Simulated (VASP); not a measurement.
**Ni3Ge: single point with r2SCAN**

Crystal: Ni3Ge.

```
CELL_PARAMETERS angstrom
3.53033 0.00000 0.00000
0.00000 3.53033 0.00000
0.00000 0.00000 3.53033
ATOMIC_POSITIONS crystal
Ni 0.50000 0.00000 0.50000
Ni 0.00000 0.50000 0.50000
Ni 0.50000 0.50000 0.00000
Ge 0.00000 0.00000 0.00000
```

- Program: VASP 6.6.1
- Task: single point
- Functional: r2SCAN
- Potentials or basis: VASP PAW PBE potentials, release 64 (Ni, Ge_d)
- Cutoff: 520 eV
- k mesh: 12 × 12 × 12
- Occupations: methfessel-paxton, width 0.5 eV
- Spin: no spin polarisation

* Pressure: 0.4 GPa
* Band gap on the k mesh: zero (band 22 reaches 10.21 eV, above the bottom of band 23 at 9.95 eV)

Levels at points of the mesh, in eV from the Fermi level:
```
           k point  band 20  band 21  band 22  band 23  band 24  band 25
(0.00, 0.00, 0.00)    -0.76    -0.41    -0.01    -0.01    -0.01     4.25
(0.50, 0.00, 0.00)    -1.27    -0.70    -0.01     3.70     3.70     5.14
(0.50, 0.50, 0.00)    -1.21    -1.02    -0.98     0.58     0.58     5.86
(0.50, 0.50, 0.50)    -1.27    -0.60    -0.27    -0.27    -0.27     0.73
```

It took 2.5 min on 1 thread of Intel(R) Xeon(R) 6975P-C (Granite Rapids), with other jobs on the host, peak memory 0.23 GiB.

Caveat: the PAW data sets were made with another functional, which shifts forces and pressure a little. Spin polarisation is off, so any magnetic state and its effect on volume and gap are missing.
